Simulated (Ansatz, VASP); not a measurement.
# Two plane-wave programs on PbF2

File INCAR:

```
PREC = Accurate
ENCUT = 520
EDIFF = 1E-8
ISMEAR = -1
SIGMA = 0.03
LREAL = False
LASPH = True
NELM = 60
ALGO = Normal
ISIF = 2
LWAVE = False
LCHARG = False
GGA = PE
LEFG = True
NBANDS = 21
```

File KPOINTS:

```
regular mesh
0
Gamma
  7 7 7
```

Contents of POSCAR:

```
PbF2
1.0
    0.0000000000      2.9579484323      2.9579484323
    2.9579484323      0.0000000000      2.9579484323
    2.9579484323      2.9579484323      0.0000000000
Pb F
1 2
Direct
   -0.0375000000     -0.0375000000     -0.0375000000
    0.7875000000      0.7875000000      0.7875000000
    0.2500000000      0.2500000000      0.2500000000
```

Input for Ansatz:

```yaml
crystal:
  lattice:
    - [0.0, 2.9579484323, 2.9579484323]
    - [2.9579484323, 0.0, 2.9579484323]
    - [2.9579484323, 2.9579484323, 0.0]
  atoms:
    - { symbol: Pb, position: [-0.0375, -0.0375, -0.0375] }
    - { symbol: F, position: [0.7875, 0.7875, 0.7875] }
    - { symbol: F, position: [0.25, 0.25, 0.25] }
kpoints:
  mp_grid: { grid: [7, 7, 7] }
scf:
  occupations: { method: fermi_dirac, width: 0.03 }
hamiltonian:
  xc: pbe
  pseudopotentials: { kind: paw }
output:
  forces: true
  stress: true
  eigenvalues: true
  efg: { contact_densities: true }
  populations: true
```

Change from the starting cell: shortest bond scaled by 0.7, PAW files.

Alike in both runs: task electric field gradients; functional PBE; k mesh 7 × 7 × 7; occupations fermi-dirac, width 0.03 eV; no spin polarisation.

```csv
,VASP,Ansatz
version,VASP 6.6.1,Ansatz 0.2.0
potentials or method,"VASP PAW PBE potentials, release 64 (Pb_d, F)","PAW with Ansatz's default frozen-core files, scalar-relativistic"
plane-wave cutoff (eV),520,420
valence electrons in the cell,28,28
```

Ansatz gave:

```
gap on the k mesh at the Fermi level (eV)                     : 4.05
pressure (GPa)                                                : 26.0
traceless stress, the component that is largest in VASP (GPa) : 20.16
rms of the force components (eV/Å)                            : 4.996
size of Vzz on the site where it differs most (V/Å²)          : 1068.4
```

Q: What did VASP give for the same quantities?

A: gap on the k mesh at the Fermi level (eV): 4.04; pressure (GPa): 25.8; traceless stress, the component that is largest in VASP (GPa): 20.29; rms of the force components (eV/Å): 5.040; size of Vzz on the site where it differs most (V/Å²): 1057.1.

Atom by atom the forces differ by 0.044 eV/Å (rms over components).

Spin-orbit coupling is off throughout.
